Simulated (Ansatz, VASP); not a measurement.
## SiAs3 in VASP and in Ansatz

The input INCAR:

```
SYSTEM = SiAs3
PREC     = Accurate       ! precision mode
ENCUT    = 600            ! plane-wave cutoff, eV
EDIFF    = 1E-6           ! SCF threshold, eV
ISMEAR   = 0              ! smearing method
SIGMA    = 0.1            ! smearing width, eV
LREAL    = .False.        ! projectors in reciprocal space
LASPH    = .True.         ! aspherical terms in the spheres
NELM     = 60             ! most SCF steps
ALGO     = Normal         ! electronic algorithm
ISIF     = 3              ! what is computed and relaxed
LWAVE    = .False.        ! write WAVECAR
LCHARG   = .False.        ! write CHGCAR
GGA      = PE             ! functional
IBRION   = 2              ! ionic algorithm
NSW      = 100            ! ionic steps
EDIFFG   = -0.01          ! ionic threshold
```

KPOINTS

```
regular mesh
0
Gamma
  6 6 6
  0 0 0
```

File POSCAR:

```
SiAs3
1.0
    3.7709061610      2.1771336871      3.2048544067
   -3.7709061610      2.1771336871      3.2048544067
    0.0000000000     -4.3542673743      3.2048544067
Si As
2 6
Direct
    0.2613596000      0.2613596000      0.2613596000
    0.7386404000      0.7386404000      0.7386404000
    0.7657655906      0.2667279077      0.7657655906
    0.7657655906      0.7657655906      0.2667279077
    0.2667279077      0.7657655906      0.7657655906
    0.2342344094      0.7332720923      0.2342344094
    0.7332720923      0.2342344094      0.2342344094
    0.2342344094      0.2342344094      0.7332720923
```

Input for Ansatz:

```yaml
crystal:
  lattice:
    - [3.770906161, 2.1771336871, 3.2048544067]
    - [-3.770906161, 2.1771336871, 3.2048544067]
    - [0.0, -4.3542673743, 3.2048544067]
  atoms:
    - { symbol: Si, position: [0.2613596, 0.2613596, 0.2613596] }
    - { symbol: Si, position: [0.7386404, 0.7386404, 0.7386404] }
    - { symbol: As, position: [0.7657655906, 0.2667279077, 0.7657655906] }
    - { symbol: As, position: [0.7657655906, 0.7657655906, 0.2667279077] }
    - { symbol: As, position: [0.2667279077, 0.7657655906, 0.7657655906] }
    - { symbol: As, position: [0.2342344094, 0.7332720923, 0.2342344094] }
    - { symbol: As, position: [0.7332720923, 0.2342344094, 0.2342344094] }
    - { symbol: As, position: [0.2342344094, 0.2342344094, 0.7332720923] }
basis:
  ecutwfc: 420
kpoints:
  mp_grid: { grid: [6, 6, 6] }
hamiltonian:
  xc: pbe
scf:
  occupations: { method: gaussian, width: 0.1 }
output:
  forces: true
  stress: true
  eigenvalues: true
  write_density: true
  write_potential: true
  elf: true
  volumetric_format: npy
relax:
  adjacent_minimum: "off"
  f_tol: 0.01
  max_steps: 80
  cell: { stress_tol: 0.05 }
```

Change from the starting cell: species swapped into the SnP3 type (R-3m, No. 166).

Alike in both runs: task relaxation of cell and atoms; functional PBE; k mesh 6 × 6 × 6; occupations gaussian, width 0.1 eV; no spin polarisation.

|  | VASP | Ansatz |
| --- | --- | --- |
| version | VASP 6.6.1 | Ansatz 0.2.0 |
| potentials or method | VASP PAW PBE potentials, release 64 (Si, As), cutoff 600 eV | scalar-relativistic, plane waves, PAW |
| valence electrons in the cell | 38 | 98 |

Ansatz gave:

| Quantity | Value |
| --- | --- |
| gap on the k mesh at the Fermi level, each at its own relaxed structure (eV) | none |
| relaxed volume (Å³/atom) | 21.06 |
| relaxed length of the cell vector where the two differ most in proportion (Å) | 5.552 |

Q: Estimate VASP's values.

A: gap on the k mesh at the Fermi level, each at its own relaxed structure (eV): none; relaxed volume (Å³/atom): 21.04; relaxed length of the cell vector where the two differ most in proportion (Å): 5.548.

A gap of «none» marks a metal or a gap that the smearing closes. VASP's potentials hold 38 valence electrons a cell and Ansatz's 98, so a difference there can come from the potentials and not from the codes.
